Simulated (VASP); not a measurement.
Runs of VASP 6.6.1 on Cd3S2. The structure is that of space group Pm-3m (No. 221), or close to it. The cells are those of the table. 

```tsv
task	cell	k mesh	cutoff (eV)	gap on the mesh (eV)	pressure (GPa)	relaxed volume (Å³/atom)
single point	a = 5.125 Å, 5 atoms	8 × 8 × 8	520	none	0.3	-
single point	a = 5.143 Å, 5 atoms	4 × 4 × 4	520	none	0.1	-
relaxation of cell and atoms	relaxed from a = 5.143 Å, 5 atoms	8 × 8 × 8	600	none	0.0	(a)
relaxation of cell and atoms	relaxed from a = 5.173 Å, 5 atoms	4 × 4 × 4	600	none	-0.1	27.29
```

Alike in all rows: level PBE; potentials or basis VASP PAW PBE potentials, release 64 (Cd, S); no spin polarisation; smearing gaussian 0.1 eV.

Task: Fill in the values left out.

Result: (a) 27.09.

A k mesh can miss the band edges, and the runs leave out spin-orbit coupling on Cd.

A gap of «none» marks levels without a gap at the run's occupations.
